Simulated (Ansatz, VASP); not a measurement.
**Ga2As2C: VASP beside Ansatz**

INCAR

```
PREC = Accurate
ENCUT = 520
EDIFF = 1E-7
ISMEAR = 0
SIGMA = 0.05
LREAL = F
LASPH = T
NELM = 150
ALGO = Normal
ISIF = 2
LWAVE = F
LCHARG = T
ISPIN = 2
MAGMOM = 0 0 0 0 2
LORBIT = 11
LDIPOL = T
IDIPOL = 3
DIPOL = 0.5 0.5 0.330
GGA = PE
LELF = T
LVHAR = T
LVACPOTAV = T
NBANDS = 32
```

The input KPOINTS:

```
regular mesh
0
Gamma
  7 7 1
```

The input POSCAR:

```
Ga2As2C
1.0
    4.0629609260      0.0000000000      0.0000000000
    0.0000000000      4.0629609260      0.0000000000
    0.0000000000      0.0000000000     21.3904986572
As Ga C
2 2 1
Direct
    0.0000000000      0.5000000000      0.1869989131
    0.5000000000      0.0000000000      0.3264810857
    0.5000000000      0.5000000000      0.2541536641
    0.0000000000      0.0000000000      0.3922535324
    0.3333333333      0.0000000000      0.4918304536
```

Input for Ansatz:

```yaml
crystal:
  lattice:
    - [4.062960926, 0.0, 0.0]
    - [0.0, 4.062960926, 0.0]
    - [0.0, 0.0, 21.3904986572]
  atoms:
    - { symbol: As, position: [0.0, 0.5, 0.1869989131] }
    - { symbol: Ga, position: [0.5, 0.5, 0.2541536641] }
    - { symbol: As, position: [0.5, 0.0, 0.3264810857] }
    - { symbol: Ga, position: [0.0, 0.0, 0.3922535324] }
    - { symbol: C, position: [0.3333333333, 0.0, 0.4918304536], spin: 2.0 }
basis:
  ecutwfc: 420
kpoints:
  mp_grid: { grid: [7, 7, 1] }
hamiltonian:
  xc: pbe
  pseudopotentials: { kind: paw, azcp: { folder: soft_1 } }
scf:
  occupations: { method: gaussian, width: 0.05 }
output:
  forces: true
  eigenvalues: true
  populations: true
magnetization:
  spin_polarized: true
efield:
  axis: 3
  dipole_correction: true
  ramp_width: 0.04
```

Alike in both runs: task single point; functional PBE; k mesh 7 × 7 × 1; occupations gaussian, width 0.05 eV; collinear spin.

|  | VASP | Ansatz |
| --- | --- | --- |
| version | VASP 6.6.1 | Ansatz 0.2.0 |
| potentials or method | VASP PAW PBE potentials, release 64 (As, Ga_d, C), cutoff 520 eV | scalar-relativistic, plane waves, PAW |
| valence electrons in the cell | 40 | 60 |

Ansatz gave:

| Quantity | Value |
| --- | --- |
| gap on the k mesh at the Fermi level (eV) | none |
| rms of the force components (eV/Å) | 0.620 |
| net moment per atom (μB) | 0.33 |
| size of the moment on the site where the two differ most (μB) | 1.22 |
| work function, face that differs most (eV) | 6.15 |

**Question.** What did VASP give for the same quantities?

**Answer.** gap on the k mesh at the Fermi level (eV): none; rms of the force components (eV/Å): 0.622; net moment per atom (μB): 0.33; size of the moment on the site where the two differ most (μB): 0.80; work function, face that differs most (eV): 6.15.

Site moments also hang on the region over which each program counts them. A gap of «none» marks a metal or a gap that the smearing closes. VASP's potentials hold 40 valence electrons a cell and Ansatz's 60, so a difference there can come from the potentials and not from the codes.
